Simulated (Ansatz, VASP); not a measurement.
One calculation of Ru, two programs

```xyz
2
Lattice="2.7464 0.0000 0.0000 -1.3732 2.3784 0.0000 0.0000 0.0000 4.1534" Properties=species:S:1:pos:R:3 pbc="T T T"
Ru    0.0000    1.5856    1.0384
Ru    1.3732    0.7928    3.1151
```

Change from the starting cell: strain +0.015 along x and y, -0.030 along z, atoms carried along.

Alike in both runs: task single point; functional PBEsol; k mesh 24 × 24 × 12; occupations gaussian, width 0.15 eV; no spin polarisation.

|  | VASP | Ansatz |
| --- | --- | --- |
| version | VASP 6.6.1 | Ansatz 0.2.0 |
| potentials or method | VASP PAW PBE potentials, release 64 (Ru_pv), cutoff 520 eV | scalar-relativistic, plane waves, PAW |
| valence electrons in the cell | 28 | 32 |

|  | VASP | Ansatz | Ansatz less VASP |
| --- | --- | --- | --- |
| gap on the k mesh at the Fermi level (eV) | none | none | - |
| pressure (GPa) | -4.8 | -4.8 | +0.09 |
| traceless stress, the component that is largest in VASP (GPa) | 12.49 | 12.49 | -0.006 |

VASP's potentials were made for PBE, not for PBEsol. A gap of «none» marks a metal or a gap that the smearing closes. VASP's potentials hold 28 valence electrons a cell and Ansatz's 32, so a difference there can come from the potentials and not from the codes.
